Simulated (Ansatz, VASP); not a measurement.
Two plane-wave programs on BAs5

```
CELL_PARAMETERS angstrom
5.37438 0.00000 0.00000
-2.68719 4.65435 0.00000
0.00000 0.00000 6.99909
ATOMIC_POSITIONS crystal
B 0.00000 0.00000 0.00000
As 0.50000 0.00000 0.50000
As 0.00000 0.50000 0.50000
As 0.50000 0.50000 0.50000
As 0.00000 0.00000 0.26949
As 0.00000 0.00000 0.73051
```

Alike in both runs: functional PBE; k mesh 12 × 12 × 6; occupations gaussian, width 0.1 eV; no spin polarisation.

Ansatz relaxed the structure, and its values are those at the end. VASP's run is a single point on that final structure, the one shown.

|  | VASP | Ansatz |
| --- | --- | --- |
| version | VASP 6.6.1 | Ansatz 0.2.0 |
| potentials or method | VASP PAW PBE potentials, release 64 (B, As), cutoff 520 eV | scalar-relativistic, plane waves, PAW |
| valence electrons in the cell | 28 | 78 |

Ansatz gave:

| Property | Result |
| --- | --- |
| gap on the k mesh at the Fermi level (eV) | none |
| pressure (GPa) | 0.0 |
| rms of the force components (eV/Å) | 0.003 |

Problem. Estimate VASP's values.

Solution. gap on the k mesh at the Fermi level (eV): none; pressure (GPa): 0.1; rms of the force components (eV/Å): 0.030.

A gap of «none» marks a metal or a gap that the smearing closes. The functional is the same, so the differences come from potentials, cutoffs and numerics. VASP's potentials hold 28 valence electrons a cell and Ansatz's 78, so a difference there can come from the potentials and not from the codes.
